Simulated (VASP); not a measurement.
A run of VASP 6.6.1:

Contents of INCAR:

```
SYSTEM = H4BrN
ALGO = Normal ; EDIFF = 1E-7
EDIFFG = -0.01 ; ENCUT = 520
GGA = PS ; GGA_COMPAT = .False.
IBRION = 2 ; ISIF = 2
ISMEAR = 0 ; LASPH = .True.
LCHARG = .False. ; LREAL = .False.
LWAVE = .False. ; NELM = 120
NELMIN = 4 ; NSW = 50
PREC = Accurate ; SIGMA = 0.02
```

Contents of KPOINTS:

```
k-points
0
Gamma
  6 6 6
  0 0 0
```

POSCAR

```
H4BrN
1.0
    4.0482029973      0.0000000000      0.0000000000
    0.0000000000      4.0482029973      0.0000000000
    0.0000000000      0.0000000000      4.0482029973
H Br N
4 1 1
Direct
    0.1507323278      0.1507323278      0.1507323278
    0.1507323278      0.8492676722      0.8492676722
    0.8492676722      0.8492676722      0.1507323278
    0.8492676722      0.1507323278      0.8492676722
    0.5000000000      0.5000000000      0.5000000000
    0.0000000000      0.0000000000      0.0000000000
```

Potentials or basis: VASP PAW PBE potentials, release 64 (H, Br, N).

Launch:

```bash
$ cat potpaw_PBE.64/H/POTCAR potpaw_PBE.64/Br/POTCAR potpaw_PBE.64/N/POTCAR > POTCAR
$ mpirun -np 1 vasp_std > vasp.out
```

Hardware: 1 thread of Intel Xeon 8259CL (shared host).

Problem. Estimate the wall time of this run.

Solution. Run time: 74 s on 1 thread of Intel Xeon 8259CL, on a shared host, peak memory 0.18 GiB. Counts: scf iterations 31, k points 20, ion steps 3.
